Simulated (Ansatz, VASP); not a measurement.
# P in VASP and in Ansatz

```xyz
2
Lattice="0.0000 3.1560 3.1560 3.1560 0.0000 3.1560 3.1560 3.1560 0.0000" Properties=species:S:1:pos:R:3 pbc="T T T"
P     3.1560    3.1560    3.1560
P     4.7340    4.7340    4.7340
```

Alike in both runs: task single point; functional PBE; k mesh 6 × 6 × 6; occupations gaussian, width 0.1 eV; no spin polarisation.

|  | VASP | Ansatz |
| --- | --- | --- |
| version | VASP 6.6.1 | Ansatz 0.2.0 |
| potentials or method | VASP PAW PBE potentials, release 64 (P), cutoff 520 eV | scalar-relativistic, plane waves, PAW |
| valence electrons in the cell | 10 | 10 |

```csv
,VASP,Ansatz,Ansatz less VASP
gap on the k mesh at the Fermi level (eV),none,none,-
pressure (GPa),-10.3,-10.2,+0.02
```

A gap of «none» marks a metal or a gap that the smearing closes.
